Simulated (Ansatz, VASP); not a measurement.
## Ni in VASP and in Ansatz

```
Ni
1.0
     0.00000    1.89799    1.89799
     1.89799    0.00000    1.89799
     1.89799    1.89799    0.00000
Ni
1
Direct
  0.00000 0.00000 0.00000
```

Change from the starting cell: volume scaled by 1.25, no spin polarisation, PAW files.

Alike in both runs: task single point; functional LDA; k mesh 16 × 16 × 16; occupations fermi-dirac, width 0.1 eV; no spin polarisation.

|  | VASP | Ansatz |
| --- | --- | --- |
| version | VASP 6.6.1 | Ansatz 0.2.0 |
| potentials or method | VASP PAW LDA potentials, release 64 (Ni) | PAW with Ansatz's default frozen-core files, scalar-relativistic |
| plane-wave cutoff (eV) | 520 | 420 |
| valence electrons in the cell | 10 | 18 |

VASP gave:

- pressure (GPa): -36.6

Q: What did Ansatz give for the same quantities?

A: Pressure (GPa): -37.2.

LDA's correlation is that of Perdew and Zunger in VASP and of Perdew and Wang (1992) in Ansatz. Both programs put the cell under strong tension, so it lies far from rest at this level. VASP's potentials hold 10 valence electrons a cell and Ansatz's 18, so a difference there can come from the potentials and not from the codes.

Noted on VASP's run: the cell as given lies far from equilibrium.
